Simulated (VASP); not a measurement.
## ZnS: single point with r2SCAN

ZnS:

```xyz
4
Lattice="3.8067 0.0000 0.0000 -1.9034 3.2967 0.0000 0.0000 0.0000 6.2457" Properties=species:S:1:pos:R:3 pbc="T T T"
Zn    0.0000    2.1978    0.2587
Zn    1.9034    1.0989    3.1565
S     0.0000    2.1978    2.3710
S     1.9034    1.0989    5.4938
```

This cell differs from its parent crystal: atom 1 (Zn) moved by (+0.000, +0.225) A along x and z.

```json
{
 "Program": "VASP 6.6.1",
 "Task": "single point",
 "Functional": "r2SCAN",
 "Potentials or basis": "VASP PAW PBE potentials, release 64 (Zn, S)",
 "Cutoff": "520 eV",
 "k mesh": "6 × 6 × 4",
 "Occupations": "gaussian, width 0.05 eV",
 "Spin": "no spin polarisation"
}
```

| Quantity | Value |
| --- | --- |
| Pressure | 1.2 GPa |
| Largest force | 2.719 eV/Å |
| Band gap on the k mesh | 2.53 eV |

Forces in eV/Å, atoms in the order of the input:
```
Zn   0.000  0.000 -2.719
Zn   0.000  0.000  0.461
S    0.000  0.000  1.777
S    0.000  0.000  0.481
```

Stress tensor (GPa, compression positive):
```
-1.24  0.00  0.00
 0.00 -1.24  0.00
 0.00  0.00  5.95
```

Levels at points of the mesh, in eV from the valence-band top:
```csv
k point,band 16,band 17,band 18,band 19,band 20,band 21
"(0.00, 0.00, 0.00)",-0.39,0.00,0.00,2.53,3.67,6.56
"(0.50, 0.00, 0.00)",-2.58,-2.06,-0.77,3.82,4.74,5.14
"(0.00, 0.00, 0.50)",-1.04,-0.29,-0.29,3.64,4.42,6.82
"(0.50, 0.00, 0.50)",-2.12,-1.72,-1.30,3.52,3.80,5.36
```

Run time: 75 s on 1 thread of Intel(R) Xeon(R) 6975P-C (Granite Rapids), on a shared host, peak memory 0.22 GiB.

Caveat: the cell differs from its parent crystal (atom 1 (Zn) moved by (+0.000, +0.225) A along x and z); the stress differs along the axes, from -1 to 6 GPa; the PAW data sets were made with another functional, which shifts forces and pressure a little.
